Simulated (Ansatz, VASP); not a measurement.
Al2Cu in VASP and in Ansatz

```
Al Cu
1.0
     4.10518    0.00000    0.00000
     0.00000    4.10518    0.00000
     0.00000    0.00000    2.89131
Al Cu
2 1
Direct
  0.50000 0.00000 0.50000
  0.00000 0.50000 0.50000
  0.00000 0.00000 0.00000
```

Alike in both runs: task relaxation of cell and atoms; functional PBE; k mesh 12 × 12 × 16; occupations gaussian, width 0.1 eV; no spin polarisation.

|  | VASP | Ansatz |
| --- | --- | --- |
| version | VASP 6.6.1 | Ansatz 0.2.0 |
| potentials or method | VASP PAW PBE potentials, release 64 (Al, Cu), cutoff 600 eV | scalar-relativistic, plane waves, PAW |
| valence electrons in the cell | 17 | 25 |

|  | VASP | Ansatz | Ansatz less VASP |
| --- | --- | --- | --- |
| gap on the k mesh at the Fermi level, each at its own relaxed structure (eV) | none | none | - |
| relaxed volume (Å³/atom) | 16.38 | 16.34 | -0.037 |
| relaxed cell length with the largest relative difference (Å) | 4.137 | 4.134 | -0.0038 |

A gap of «none» marks a metal or a gap that the smearing closes. VASP's potentials hold 17 valence electrons a cell and Ansatz's 25, so a difference there can come from the potentials and not from the codes.

Noted on VASP's run: too few bands were computed for a metal, which touches its energy and stress.
